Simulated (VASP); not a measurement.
Write the native input for VASP 6.6.1 that does the following.

- Task: single point
- Functional: PBE
- Potentials or basis: VASP PAW PBE potentials, release 64 (Pb_d, S)
- Cutoff: 520 eV
- k mesh: 10 × 10 × 10
- Occupations: fermi-dirac, width 0.05 eV
- Spin: no spin polarisation
- Dipole correction: no
- Further INCAR settings: ALGO = Normal; EDIFF = 1e-07; NBANDS = 17

The structure of PbS lies in POSCAR:

```
PbS
1.0
    3.6536590000      0.0000000000      0.0000000000
    0.0000000000      3.6536590000      0.0000000000
    0.0000000000      0.0000000000      3.6536590000
Pb S
1 1
Direct
    0.0000000000      0.0000000000      0.0000000000
    0.5000000000      0.5000000000      0.5000000000
```

The input as run:

INCAR

```
ALGO = Normal
EDIFF = 1E-7
ENCUT = 520
GGA = PE
ISIF = 2
ISMEAR = -1
LASPH = True
LCHARG = False
LREAL = False
LWAVE = False
NBANDS = 17
NELM = 60
PREC = Accurate
SIGMA = 0.05
```

KPOINTS

```
k-points
0
Gamma
  10 10 10
```

Potentials or basis: VASP PAW PBE potentials, release 64 (Pb_d, S).

Launch:

```console
$ cat potpaw_PBE.64/Pb_d/POTCAR potpaw_PBE.64/S/POTCAR > POTCAR
$ mpirun -np 1 vasp_std > vasp.out
```

It gave:

```json
{
  "Pressure": "-0.1 GPa",
  "Band gap on the k mesh": "zero (bands 10 and 11 overlap by 0.41 eV)"
}
```

Caveat: semilocal functionals underestimate gaps, so a narrow gap can read as zero; spin-orbit coupling is left out, which moves the levels of the heavy elements.

It took 16 s on 1 thread of Intel(R) Xeon(R) 6975P-C (Granite Rapids) (shared host), peak memory 0.18 GiB.
